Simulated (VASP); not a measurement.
# Ru (P6_3/mmc) in VASP: electric field gradients with r2SCAN

Aim: the electric field gradients of Ru with r2SCAN.

All numbers are computed with VASP 6.6.1; they aren't measurements. Logs are shortened: lines on timing, memory, paths and dates and some standing lists are left out, and cuts for length are marked.

## Step 1: The cell of the first run

It takes space group P6_3/mmc (No. 194, hexagonal). The conventional cell has a = 2.697 Å, b = 2.697 Å, c = 4.370 Å, α = 90.00°, β = 90.00°, γ = 120.00°. Ru (site symmetry -6m2) has 12 Ru at 2.68 to 2.70 Å within 3.5 Å.

## Step 2: Electric field gradients, r2SCAN

POSCAR reads:

```
Ru
1.0
    2.6974396414      0.0000000000      0.0000000000
   -1.3487198207      2.3360512546      0.0000000000
    0.0000000000      0.0000000000      4.3698522191
Ru
2
Direct
    0.3333333333      0.6666666667      0.2500000000
    0.6666666667      0.3333333333      0.7500000000
```

INCAR.step1 reads:

```
PREC = Accurate
ENCUT = 520
ISMEAR = -1
SIGMA = 0.05
LREAL = F
LASPH = T
NELM = 100
NBANDS = 21
GGA = PE
ALGO = Normal
EDIFF = 1E-4
LWAVE = T
LCHARG = F
```

INCAR.step2 reads:

```
PREC = Accurate
ENCUT = 520
EDIFF = 1E-8
ISMEAR = -1
SIGMA = 0.05
LREAL = F
LASPH = T
NELM = 100
ALGO = Normal
ISIF = 2
LWAVE = F
LCHARG = F
METAGGA = R2SCAN
LMIXTAU = T
LEFG = T
NBANDS = 21
ISTART = 1
```

KPOINTS reads:

```
Automatic mesh
0
Gamma
  13 13 7
```

Potentials or basis: VASP PAW PBE potentials, release 64 (Ru_pv).

Command:

```
> cat potpaw_PBE.64/Ru_pv/POTCAR > POTCAR
> cp INCAR.step1 INCAR
> mpirun -np 1 vasp_std > vasp.out
> cp INCAR.step2 INCAR
> mpirun -np 1 vasp_std > vasp.out
```

OUTCAR:

```text
PREC = Accurate
   ENCUT = 520
   EDIFF = 1E-8
   ISMEAR = -1
   LREAL = F
   LASPH = T
   NELM = 100
   ISIF = 2
   METAGGA = R2SCAN
   ISTART = 1

 ion  position               nearest neighbor table
   1  0.333  0.667  0.250-   2 2.68   2 2.68   2 2.68   2 2.68   2 2.68   2 2.68
   2  0.667  0.333  0.750-   1 2.68   1 2.68   1 2.68   1 2.68   1 2.68   1 2.68

  LATTYP: Found a hexagonal cell.
 ALAT       =     2.6974396414
 C/A-ratio  =     1.6200000000

  Lattice vectors:

 A1 = (   2.6974396414,   0.0000000000,   0.0000000000)
 A2 = (  -1.3487198207,   2.3360512546,   0.0000000000)
 A3 = (   0.0000000000,   0.0000000000,   4.3698522191)

Analysis of symmetry for initial positions (statically):
=====================================================================
 Subroutine PRICEL returns:
 Original cell was already a primitive cell.

 Routine SETGRP: Setting up the symmetry group for a
 hexagonal supercell.

 Subroutine GETGRP returns: Found 24 space group operations
 (whereof 12 operations were pure point group operations)
 out of a pool of 24 trial point group operations.

The static configuration has the point symmetry D_3d.
 The point group associated with its full space group is D_6h.

Analysis of symmetry for dynamics (positions and initial velocities):
=====================================================================
 Subroutine PRICEL returns:
 Original cell was already a primitive cell.

 Routine SETGRP: Setting up the symmetry group for a
 hexagonal supercell.

 Subroutine GETGRP returns: Found 24 space group operations
 (whereof 12 operations were pure point group operations)
 out of a pool of 24 trial point group operations.

The dynamic configuration has the point symmetry D_3d.
 The point group associated with its full space group is D_6h.

 Subroutine INISYM returns: Found 24 space group operations
 (whereof 12 operations are pure point group operations),
 and found     1 'primitive' translations

----------------------------------------------------------------------------------------

                                     Primitive cell

  volume of cell :      27.5360

  direct lattice vectors                    reciprocal lattice vectors
     2.697439641  0.000000000  0.000000000     0.370721919  0.214036400  0.000000000
    -1.348719821  2.336051255  0.000000000     0.000000000  0.428072799  0.000000000
     0.000000000  0.000000000  4.369852219     0.000000000  0.000000000  0.228840691

  length of vectors
     2.697439641  2.697439641  4.369852219     0.428072799  0.428072799  0.228840691

  position of ions in fractional coordinates (direct lattice)
     0.333333333  0.666666667  0.250000000
     0.666666667  0.333333333  0.750000000

  ion indices of the primitive-cell ions
   primitive index   ion index
                 1           1
                 2           2

----------------------------------------------------------------------------------------

 KPOINTS: Automatic mesh

Automatic generation of k-mesh.
 Grid dimensions read from file:
 generate k-points for:   13   13    7

 Generating k-lattice:

  Cartesian coordinates                     Fractional coordinates (reciprocal lattice)
     0.028517071  0.016464338  0.000000000     0.076923077  0.000000000  0.000000000
     0.000000000  0.032928677  0.000000000     0.000000000  0.076923077  0.000000000
     0.000000000  0.000000000  0.032691527     0.000000000  0.000000000  0.142857143

  Length of vectors
     0.032928677  0.032928677  0.032691527

  Shift w.r.t. Gamma in fractional coordinates (k-lattice)
     0.000000000  0.000000000  0.000000000

 Subroutine IBZKPT returns following result:
 ===========================================

 Found     84 irreducible k-points:

 Following reciprocal coordinates:
            Coordinates               Weight
  0.000000  0.000000  0.000000      1.000000
  0.076923  0.000000  0.000000      6.000000
  0.153846  0.000000  0.000000      6.000000
  0.230769  0.000000  0.000000      6.000000
  0.307692  0.000000  0.000000      6.000000
  0.384615  0.000000  0.000000      6.000000
[... 16 lines left out ...]
  0.076923  0.000000  0.142857     12.000000
  0.153846  0.000000  0.142857     12.000000
 [... further k-points ...]
   k-points           NKPTS =     84   k-points in BZ     NKDIM =     84   number of bands    NBANDS=     21
   number of dos      NEDOS =    301   number of ions     NIONS =      2
   total plane-waves  NPLWV =  14400
   dimension x,y,z NGX =    20 NGY =   20 NGZ =   36
   dimension x,y,z NGXF=    40 NGYF=   40 NGZF=   72
   ions per type =               2
   NGX,Y,Z   is equivalent  to a cutoff of  12.33, 12.33, 13.70 a.u.
   NGXF,Y,Z  is equivalent  to a cutoff of  24.65, 24.65, 27.39 a.u.
 SYSTEM =  unknown system
   PREC   = accura    normal or accurate (medium, high low for compatibility)
   ISTART =      1    job   : 0-new  1-cont  2-samecut
   ICHARG =      0    charge: 1-file 2-atom 10-const
   ISPIN  =      1    spin polarized calculation?
   LNONCOLLINEAR =      F non collinear calculations
   LSORBIT =      F    spin-orbit coupling
   LASPH  =      T    aspherical Exc in radial PAW
   ENCUT  =  520.0 eV  38.22 Ry    6.18 a.u.   5.02  5.02  8.13*2*pi/ulx,y,z
   NELM   =    100;   NELMIN=  2; NELMDL=  0     # of ELM steps
   EDIFF  = 0.1E-07   stopping-criterion for ELM
   LREAL  =      F    real-space projection
   EDIFFG = 0.1E-06   stopping-criterion for IOM
   NSW    =      0    number of steps for IOM
   IBRION =     -1    ionic relax: 0-MD 1-quasi-New 2-CG
   NFREE  =      0    steps in history (QN), initial steepest desc. (CG)
   ISIF   =      2    stress and relaxation
   ISYM   =      2    0-nonsym 1-usesym 2-fastsym
   POTIM  = 0.5000    time-step for ionic-motion
   TEBEG  =    0.0;   TEEND  =   0.0 temperature during run
   PSTRESS=    0.0 pullay stress
   NELECT =      28.0000    total number of electrons
   NUPDOWN=      -1.0000    fix difference up-down
   EMIN   =  10.00;   EMAX   =-10.00  energy-range for DOS
   EFERMI =   0.00;   METHOD = LEGACY
   ISMEAR =    -1;   SIGMA  =   0.05  broadening in eV -4-tet -1-fermi 0-gaus
   EFERMI_NEDOS =   21; number of points for ismear=-14 and -15
   IALGO  =     38    algorithm
   IMIX   =      4    mixing-type and parameters
     AMIX     =   0.40;   BMIX     =  1.00
     AMIX_MAG =   1.60;   BMIX_MAG =  1.00
  volume/ion in A,a.u.               =      13.77        92.91
  Fermi-wavevector in a.u.,A,eV,Ry     =   1.646243  3.110948 36.873358  2.710115
  Thomas-Fermi vector in A             =   2.735904
   LORBIT       =      0    0 simple, 1 ext, 2 COOP (PROOUT), +10 PAW based schemes
   METAGGA = R2SCAN    functional components
   LHFCALC =     F    Hartree Fock is set to
   AEXX    =    0.0000 exact exchange contribution
   IVDW    =     0    specifies the selected vdW correction
   LEPSILON=     F    determine dielectric tensor
   LRPA    =     F    only Hartree local field effects (RPA)
 non-spin polarized calculation
  energy-cutoff  :      520.00
  volume of cell :       27.54
 maximum number of plane-waves:       764
 NGX is ok and might be reduce to    20
   NGX =  9   NGY =  9   NGZ = 17

 number of electron      28.0000007 magnetization

 Free energy of the ion-electron system (eV)
  ---------------------------------------------------
  ext. energy  EPLUGINS =         0.00000000
  ---------------------------------------------------
  free energy    TOTEN  =       -50.82624304 eV

  energy without entropy =      -50.81221050  energy(sigma->0) =      -50.81922677

 E-fermi :  12.5234     XC(G=0): -15.3104

 val. band max:       12.4810373506   @ k =   0.3077   0.0000   0.1429
 cond. band min:      12.5517831768   @ k =   0.3846   0.0000   0.4286
 fundamental gap:      0.0707458262
 Fermi energy:        12.5233568705

 k-point     1 :       0.0000    0.0000    0.0000
  band No.  band energies     occupation
      1     -32.5197      2.00000
      2     -31.5655      2.00000
      3     -31.5655      2.00000
      4     -31.4111      2.00000
      5     -31.4110      2.00000
      6     -31.4007      2.00000
[... 13 lines left out ...]
     20      20.8692      0.00000
     21      22.7900      0.00000
[... 529 lines left out ...]
 k-point    24 :       0.1538    0.0000    0.1429
  band No.  band energies     occupation
      1     -32.3978      2.00000
      2     -31.7327      2.00000
      3     -31.6313      2.00000
      4     -31.6130      2.00000
      5     -31.4559      2.00000
      6     -31.4482      2.00000
[... 13 lines left out ...]
     20      20.8692      0.00000
     21      23.7529      0.00000

 [... further k-points ...]

------------------------ aborting loop because EDIFF is reached ----------------------------------------

  FORCE on cell =-STRESS in cart. coord.  units (eV):
  Direction    XX          YY          ZZ          XY          YZ          ZX
  --------------------------------------------------------------------------------------
  -------------------------------------------------------------------------------------
  Total       -0.1247870     -0.1247870     -2.4530798     -0.0000000      0.0000000      0.0000000
  in kB       -7.2607104     -7.2607104   -142.7320172     -0.0000000      0.0000000      0.0000000
  external PRESSURE =     -52.4178127 kB  Pullay stress =       0.0000000 kB

 VOLUME and BASIS-vectors are now :
 -----------------------------------------------------------------------------
  energy-cutoff  :      520.00
  volume of cell :       27.54
      direct lattice vectors                 reciprocal lattice vectors
     2.697439641  0.000000000  0.000000000     0.370721919  0.214036400  0.000000000
    -1.348719821  2.336051255  0.000000000     0.000000000  0.428072799  0.000000000
     0.000000000  0.000000000  4.369852219     0.000000000  0.000000000  0.228840691

 POSITION                                       TOTAL-FORCE (eV/Angst)
 -----------------------------------------------------------------------------------
     -0.00000      1.55737      1.09246        -0.000000     -0.000000      0.000000
      1.34872      0.77868      3.27739         0.000000      0.000000      0.000000
 -----------------------------------------------------------------------------------
    total drift:                               -0.000000      0.000000     -0.000000

  FREE ENERGIE OF THE ION-ELECTRON SYSTEM (eV)
  ---------------------------------------------------
  free  energy   TOTEN  =       -50.8262430421 eV

  energy  without entropy=      -50.8122104959  energy(sigma->0) =      -50.81922677

 Electric field gradients (V/A^2)
---------------------------------------------------------------------
 ion       V_xx      V_yy      V_zz      V_xy      V_xz      V_yz
---------------------------------------------------------------------
   1       3.690     3.692    -7.382     0.001     0.000    -0.000
   2       3.690     3.692    -7.382     0.001    -0.000     0.000
---------------------------------------------------------------------

 Electric field gradients after diagonalization (V/A^2)
 (convention: |V_zz| > |V_xx| > |V_yy|)
----------------------------------------------------------------------
 ion       V_xx      V_yy      V_zz     asymmetry (V_yy - V_xx)/ V_zz
----------------------------------------------------------------------
   1       3.693     3.689    -7.382       0.000
   2       3.693     3.689    -7.382       0.000
----------------------------------------------------------------------

           NMR quadrupolar parameters

 Cq : quadrupolar parameter    Cq=e*Q*V_zz/h
 eta: asymmetry parameters     (V_yy - V_xx)/ V_zz
 Q  : nuclear electric quadrupole moment in mb (millibarn)
----------------------------------------------------------------------
 ion       Cq(MHz)       eta       Q (mb)
----------------------------------------------------------------------
   1      -0.018       0.000       1.000
   2      -0.018       0.000       1.000
----------------------------------------------------------------------
```

It took 86 s on 1 thread of Intel Xeon 6975P-C (Granite Rapids), shared host; peak memory 0.17 GiB.

Results:

- Free energy: -50.8262 eV
- Pressure: -5.2 GPa
- Band gap on the k mesh: zero (bands 14 and 15 overlap by 3.03 eV)
- Largest electric field gradient by atom: Ru -7.4 V/Å²

Electric field gradients, principal values (V/Å²):
| atom | least | middle | greatest (by size) |
| --- | --- | --- | --- |
| 1 Ru | 3.689 | 3.693 | -7.382 |
| 2 Ru | 3.689 | 3.693 | -7.382 |

Caveat: the stress differs along the axes, from -14 to -1 GPa; without QUAD_EFG the Cq values of the log hold for a quadrupole moment of 1 mb, not for the nuclei; the PAW data sets were made with another functional, which shifts forces and pressure a little.

The gap in the log of VASP goes by the Fermi energy; the results here count the filled bands.